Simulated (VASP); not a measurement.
Wanted: the native input for a VASP 6.6.1 run.

| Property | Result |
| --- | --- |
| Task | single point |
| Functional | r2SCAN |
| Potentials or basis | VASP PAW PBE potentials, release 64 (Ca_sv, Se) |
| Cutoff | 520 eV |
| k mesh | 8 × 8 × 8 |
| Occupations | gaussian, width 0.01 eV |
| Spin | no spin polarisation |
| Dipole correction | no |
| Further INCAR settings | ALGO = Normal; EDIFF = 1e-06; NBANDS = 15 |

The system is CaSe.

```xyz
2
Lattice="3.6703 0.0355 0.0355 0.0355 3.6703 0.0355 0.0355 0.0355 3.6703" Properties=species:S:1:pos:R:3 pbc="T T T"
Ca    0.0000    0.0000    0.0000
Se    1.8706    1.8706    1.8706
```

This cell differs from its parent crystal: strain along [111] +2.9%.

One way to write it, as run:

POSCAR

```
CaSe
1.0
    3.6702846516      0.0354997327      0.0354997327
    0.0354997327      3.6702846516      0.0354997327
    0.0354997327      0.0354997327      3.6702846516
Ca Se
1 1
Direct
    0.0000000000      0.0000000000      0.0000000000
    0.5000000000      0.5000000000      0.5000000000
```

INCAR.step1

```
SYSTEM = CaSe
ALGO = Normal ; EDIFF = 1E-4
ENCUT = 520 ; GGA = PE
ISMEAR = 0 ; LASPH = .True.
LCHARG = .False. ; LREAL = .False.
LWAVE = .True. ; NBANDS = 15
NELM = 60 ; PREC = Accurate
SIGMA = 0.01
```

INCAR.step2

```
SYSTEM = CaSe
ALGO = Normal ; EDIFF = 1E-6
ENCUT = 520 ; ISIF = 2
ISMEAR = 0 ; ISTART = 1
LASPH = .True. ; LCHARG = .False.
LMIXTAU = .True. ; LREAL = .False.
LWAVE = .False. ; METAGGA = R2SCAN
NBANDS = 15 ; NELM = 60
PREC = Accurate ; SIGMA = 0.01
```

KPOINTS

```
k-points
0
Gamma
  8 8 8
  0 0 0
```

Potentials or basis: VASP PAW PBE potentials, release 64 (Ca_sv, Se).

Launch:

```bash
$ cat potpaw_PBE.64/Ca_sv/POTCAR potpaw_PBE.64/Se/POTCAR > POTCAR
$ cp INCAR.step1 INCAR
$ mpirun -np 1 vasp_std > vasp.out
$ cp INCAR.step2 INCAR
$ mpirun -np 1 vasp_std > vasp.out
```

Results of the run:

- Pressure: -1.3 GPa
- Band gap on the k mesh: 1.29 eV

Caveat: the cell differs from its parent crystal (strain along [111] +2.9%); the PAW data sets were made with another functional, which shifts forces and pressure a little.

Run time: 53 s on 1 thread of Intel(R) Xeon(R) 6975P-C (Granite Rapids), on a shared host, peak memory 0.19 GiB.
